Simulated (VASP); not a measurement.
# HfO2 (Fm-3m) in VASP: a series of runs, part 2 of 2

VASP 6.6.1. The steps go on from the part before.

### Step 3. Single point, PBEsol, non-collinear spin, zero start, spin-orbit coupling

INCAR

```
PREC     = Accurate       # precision mode
ENCUT    = 520            # plane-wave cutoff, eV
EDIFF    = 1E-7           # SCF threshold, eV
ISMEAR   = -1             # smearing method
SIGMA    = 0.05           # smearing width, eV
LREAL    = F              # projectors in reciprocal space
LASPH    = T              # aspherical terms in the spheres
NELM     = 150            # most SCF steps
ALGO     = Normal         # electronic algorithm
ISIF     = 2              # what is computed and relaxed
LWAVE    = F              # write WAVECAR
LCHARG   = F              # write CHGCAR
LNONCOLLINEAR= T              # non-collinear magnetism
MAGMOM   = 0 0 0 0 0 0 0 0 0 # initial moments
LORBIT   = 11             # projections on sites
LSORBIT  = T              # spin-orbit coupling
GGA_COMPAT= F            
LORBMOM  = T            
LMAXMIX  = 4              # l up to which the mixer works
GGA      = PS             # functional
NBANDS   = 35             # bands
```

KPOINTS

```
Automatic mesh
0
Gamma
  7 7 7
```

POSCAR

```
HfO2
1.0
    0.0000000000      2.5575000000      2.5575000000
    2.5575000000      0.0000000000      2.5575000000
    2.5575000000      2.5575000000      0.0000000000
Hf O
1 2
Direct
    0.0000000000      0.0000000000      0.0000000000
    0.7500000000      0.7500000000      0.7500000000
    0.2500000000      0.2500000000      0.2500000000
```

Potentials or basis: VASP PAW PBE potentials, release 64 (Hf_pv, O).

Command:

```bash
$ cat potpaw_PBE.64/Hf_pv/POTCAR potpaw_PBE.64/O/POTCAR > POTCAR
$ mpirun -np 1 vasp_ncl > vasp.out
```

OUTCAR:

```text
PREC = Accurate
   ENCUT = 520
   EDIFF = 1E-7
   ISMEAR = -1
   LREAL = F
   LASPH = T
   NELM = 150
   ISIF = 2
   LNONCOLLINEAR = T
   LORBIT = 11
   LSORBIT = T
   GGA = PS

 ion  position               nearest neighbor table
   1  0.000  0.000  0.000-   2 2.21   2 2.21   2 2.21   2 2.21   3 2.21   3 2.21   3 2.21   3 2.21

   2  0.750  0.750  0.750-   1 2.21   1 2.21   1 2.21   1 2.21
   3  0.250  0.250  0.250-   1 2.21   1 2.21   1 2.21   1 2.21

  LATTYP: Found a face centered cubic cell.
 ALAT       =     5.1150000000

  Lattice vectors:

 A1 = (   0.0000000000,   2.5575000000,   2.5575000000)
 A2 = (   2.5575000000,   0.0000000000,   2.5575000000)
 A3 = (   2.5575000000,   2.5575000000,   0.0000000000)

Analysis of symmetry for initial positions (statically):
=====================================================================
 Subroutine PRICEL returns:
 Original cell was already a primitive cell.

 Routine SETGRP: Setting up the symmetry group for a
 face centered cubic supercell.

 Subroutine GETGRP returns: Found 48 space group operations
[... 9 lines left out ...]

[... 992 lines left out ...]
    -0.0009178    -0.0009178    -0.0021227     0.0000000    -0.0007076
    -0.0028302    -0.0007076     0.0000000    -0.0007076     0.0000000
 l=   3
     0.0000000     0.0000000     0.0000000     0.0000000     0.0000000     0.0000000     0.0000000
     0.0000000     0.0000000     0.0000000     0.0000000     0.0000000     0.0000000     0.0000000
     0.0000000     0.0000000     0.0000000     0.0000000     0.0000000     0.0000000     0.0000000
     0.0000000     0.0000000     0.0000000     0.0000000     0.0000000     0.0000000     0.0000000
[... 29 lines left out ...]
 l=   2
     0.0000000     0.0000000     0.0000000     0.0000000     0.0000000
     0.0000000     0.0000000     0.0000000     0.0000000     0.0000000
     0.0000000     0.0000000     0.0000000     0.0000000     0.0000000
     0.0000000     0.0000000     0.0000000     0.0000000     0.0000000
     0.0000000     0.0000000     0.0000000     0.0000000     0.0000000
 l=   3
     0.0000000     0.0000000     0.0000000     0.0000000     0.0000000     0.0000000     0.0000000
     0.0000000     0.0000000     0.0000000     0.0000000     0.0000000     0.0000000     0.0000000
     0.0000000     0.0000000     0.0000000     0.0000000     0.0000000     0.0000000     0.0000000
     0.0000000     0.0000000     0.0000000     0.0000000     0.0000000     0.0000000     0.0000000
     0.0000000     0.0000000     0.0000000     0.0000000     0.0000000     0.0000000     0.0000000
     0.0000000     0.0000000     0.0000000     0.0000000     0.0000000     0.0000000     0.0000000
     0.0000000     0.0000000     0.0000000     0.0000000     0.0000000     0.0000000     0.0000000

 total charge

# of ion       s       p       d       tot
------------------------------------------
    1        0.289   6.600   1.343   8.231
    2        1.555   3.513   0.000   5.068
    3        1.555   3.513   0.000   5.068
--------------------------------------------------
tot          3.398  13.626   1.343  18.367

 magnetization (x)

# of ion       s       p       d       tot
------------------------------------------
    1        0.000   0.000   0.000   0.000
    2        0.000  -0.000   0.000  -0.000
    3        0.000  -0.000   0.000  -0.000
--------------------------------------------------
tot          0.000  -0.000   0.000  -0.000

 magnetization (y)

# of ion       s       p       d       tot
------------------------------------------
    1        0.000   0.000   0.000   0.000
    2        0.000  -0.000   0.000  -0.000
    3        0.000   0.000   0.000   0.000
--------------------------------------------------
tot          0.000  -0.000   0.000  -0.000

 magnetization (z)

# of ion       s       p       d       tot
------------------------------------------
    1        0.000   0.000   0.000   0.000
    2        0.000   0.000   0.000   0.000
    3        0.000   0.000   0.000   0.000
--------------------------------------------------
tot          0.000   0.000   0.000   0.000
```

stdout:

```text
POSCAR found type information on POSCAR HfO
 POSCAR found :  2 types and       3 ions
 scaLAPACK will be used
 -----------------------------------------------------------------------------
|                                                                             |
|                                                                             |
|     You enforced a specific xc type in the INCAR file but a different       |
|     I HOPE YOU KNOW WHAT YOU ARE DOING!                                     |
|                                                                             |
 -----------------------------------------------------------------------------

 LDA part: xc-table for (Slater+PW92), standard interpolation
 POSCAR, INCAR and KPOINTS ok, starting setup
 FFT: planning ... GRIDC
 FFT: planning ... GRID_SOFT
 FFT: planning ... GRID
 WAVECAR not read
 entering main loop
```

It took 2.1 min on 1 thread of AMD EPYC 7R43 (Zen 3), shared host; peak memory 0.22 GiB.

Results:

```
Free energy                                           : -32.1857 eV
Pressure                                              : -13.4 GPa
Net moment                                            : 0.00 μB per cell
Valence electrons inside the program's atomic spheres : Hf 8.23; O 5.07
```

Moments on the atoms (μB; x, y, z):
```
Hf  0.00 0.00 0.00
O   0.00 0.00 0.00
O   0.00 0.00 0.00
```

Caveat: the PAW data sets were made with another functional, which shifts forces and pressure a little.

### Step 4. Single point, PBE

INCAR

```
SYSTEM = HfO2
PREC = Accurate
ENCUT = 600
EDIFF = 1E-6
ISMEAR = 0
SIGMA = 0.01
LREAL = .False.
LASPH = .True.
NELM = 120
ALGO = Normal
ISIF = 2
LWAVE = .False.
LCHARG = .False.
GGA = PE
NBANDS = 18
GGA_COMPAT = .False.
```

KPOINTS

```
Automatic mesh
0
Gamma
  6 6 6
  0 0 0
```

POSCAR is that of step 3.

Command:

```bash
$ cat potpaw_PBE.64/Hf_pv/POTCAR potpaw_PBE.64/O/POTCAR > POTCAR
$ mpirun -np 1 vasp_std > vasp.out
```

Wall time 16 s (1 thread of AMD EPYC 7R43 (Zen 3), shared host); peak memory 0.14 GiB.

Results (log left out):

```
Free energy            : -30.2389 eV
Pressure               : -6.2 GPa
Band gap on the k mesh : 3.73 eV, direct
```

Levels at points of the mesh, in eV from the valence-band top:
```
           k point  band 9  band 10  band 11  band 12  band 13  band 14
(0.00, 0.00, 0.00)   -0.59    -0.59    -0.59     3.82     3.82     5.63
(0.50, 0.00, 0.00)   -2.67    -1.80    -1.80     4.51     4.51     6.74
(0.50, 0.50, 0.00)   -1.48    -1.48     0.00     3.73     5.36     6.40
```

Caveat: spin-orbit coupling is left out, which moves the levels of the heavy elements. A k mesh can miss the band edges.

### Step 5. Single point, PBE

INCAR

```
PREC = Accurate
ENCUT = 600
EDIFF = 1E-6
ISMEAR = -1
SIGMA = 0.02
LREAL = False
LASPH = True
NELM = 120
ALGO = Normal
ISIF = 2
LWAVE = False
LCHARG = False
GGA = PE
NBANDS = 18
GGA_COMPAT = False
```

KPOINTS

```
regular mesh
0
Gamma
  8 8 8
```

POSCAR is that of step 4.

Command:

```bash
$ cat potpaw_PBE.64/Hf_pv/POTCAR potpaw_PBE.64/O/POTCAR > POTCAR
$ mpirun -np 1 vasp_std > vasp.out
```

It took 24 s on 1 thread of AMD EPYC 7R43 (Zen 3), shared host; peak memory 0.14 GiB.

It converged, with:

| Item | Value |
| --- | --- |
| Free energy | -30.2388 eV |
| Pressure | -6.2 GPa |
| Band gap on the k mesh | 3.73 eV, direct |

Levels at points of the mesh, in eV from the valence-band top:
```
           k point  band 7  band 8  band 9  band 10  band 11  band 12  band 13  band 14  band 15  band 16
(0.00, 0.00, 0.00)   -5.18   -5.18   -0.59    -0.59    -0.59     3.82     3.82     5.63    10.09    10.09
(0.50, 0.00, 0.00)   -4.17   -3.00   -2.67    -1.80    -1.80     4.51     4.51     6.74     8.98     9.10
(0.50, 0.50, 0.00)   -3.40   -3.40   -1.48    -1.48     0.00     3.73     5.36     6.40     7.93     7.93
```

Caveat: spin-orbit coupling is left out, which moves the levels of the heavy elements.

### Step 6. Overview

```csv
level,spin,k mesh,cutoff (eV),smearing,gap on the mesh (eV),pressure (GPa)
PBEsol,off,7 × 7 × 7,520,fermi-dirac 0.05 eV,3.79,-13.5
PBEsol,"non-collinear, zero start, SOC",7 × 7 × 7,520,fermi-dirac 0.05 eV,-,-13.4
PBE,off,6 × 6 × 6,600,gaussian 0.01 eV,3.73,-6.2
PBE,off,8 × 8 × 8,600,fermi-dirac 0.02 eV,3.73,-6.2
```

Alike in all rows: task single point; potentials or basis VASP PAW PBE potentials, release 64 (Hf_pv, O); cell as given.

On the cell as given the gap runs from 3.73 eV (PBE) to 3.79 eV (PBEsol); the meshes differ, which moves gaps too. The pressure there spans -13.5 GPa (PBEsol) to -6.2 GPa (PBE); a positive pressure means that this level wants a larger cell, a negative one a smaller.

Caveats: spin-orbit coupling is left out, which moves the levels of the heavy elements (some runs); the PAW data sets were made with another functional, which shifts forces and pressure a little (some runs).

Absolute energies hang on the potentials; compare differences alone.
